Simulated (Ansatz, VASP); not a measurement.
Two plane-wave programs on Sb

INCAR

```
SYSTEM = Sb
ALGO     = Normal         ! electronic algorithm
EDIFF    = 1E-6           ! SCF threshold, eV
ENCUT    = 520            ! plane-wave cutoff, eV
GGA      = PE             ! functional
ISIF     = 2              ! what is computed and relaxed
ISMEAR   = -1             ! smearing method
LASPH    = .TRUE.         ! aspherical terms in the spheres
LCHARG   = .TRUE.         ! write CHGCAR
LELF     = .TRUE.         ! ELF
LREAL    = .FALSE.        ! projectors in reciprocal space
LVHAR    = .TRUE.       
LWAVE    = .FALSE.        ! write WAVECAR
NBANDS   = 12             ! bands
NELM     = 60             ! most SCF steps
PREC     = Accurate       ! precision mode
SIGMA    = 0.05           ! smearing width, eV
```

File KPOINTS:

```
k-points
0
G
  9 6 6
  0 0 0
```

Contents of POSCAR:

```
Sb
1.0
    3.1430807616      0.0000000000      0.0000000000
    0.0000000000      4.3763103490      0.0000000000
   -0.0391727227      0.0000000000      4.4350306782
Sb
2
Direct
    0.0113890000      0.2500000000      0.2411660000
    0.9886110000      0.7500000000      0.7588340000
```

Contents of input.yaml:

```yaml
crystal:
  lattice:
    - [3.1430807616, 0.0, 0.0]
    - [0.0, 4.376310349, 0.0]
    - [-0.0391727227, 0.0, 4.4350306782]
  atoms:
    - { symbol: Sb, position: [0.011389, 0.25, 0.241166] }
    - { symbol: Sb, position: [0.988611, 0.75, 0.758834] }
hamiltonian:
  xc: pbe
  pseudopotentials: { kind: paw, azcp: { folder: soft_1 } }
kpoints:
  mp_grid: { grid: [9, 6, 6] }
scf:
  occupations: { method: fermi_dirac, width: 0.05 }
output:
  forces: true
  stress: true
  eigenvalues: true
```

Alike in both runs: task single point; functional PBE; k mesh 9 × 6 × 6; occupations fermi-dirac, width 0.05 eV; no spin polarisation.

|  | VASP | Ansatz |
| --- | --- | --- |
| version | VASP 6.6.1 | Ansatz 0.2.0 |
| potentials or method | VASP PAW PBE potentials, release 64 (Sb) | Ansatz PAW soft_1 |
| plane-wave cutoff (eV) | 520 | 420 |
| valence electrons in the cell | 10 | 30 |

Ansatz gave:

| Item | Value |
| --- | --- |
| gap on the k mesh at the Fermi level (eV) | none |
| pressure (GPa) | -0.6 |
| traceless stress, the component that is largest in VASP (GPa) | 0.36 |
| rms of the force components (eV/Å) | 0.020 |

Problem. Estimate VASP's values.

Solution. gap on the k mesh at the Fermi level (eV): none; pressure (GPa): -0.6; traceless stress, the component that is largest in VASP (GPa): 0.35; rms of the force components (eV/Å): 0.022.

Atom by atom the forces differ by 0.004 eV/Å (rms over components). A gap of «none» marks a metal or a gap that the smearing closes. The functional is the same, so the differences come from potentials, cutoffs and numerics. VASP's potentials hold 10 valence electrons a cell and Ansatz's 30, so a difference there can come from the potentials and not from the codes.

Spin-orbit coupling is off throughout.
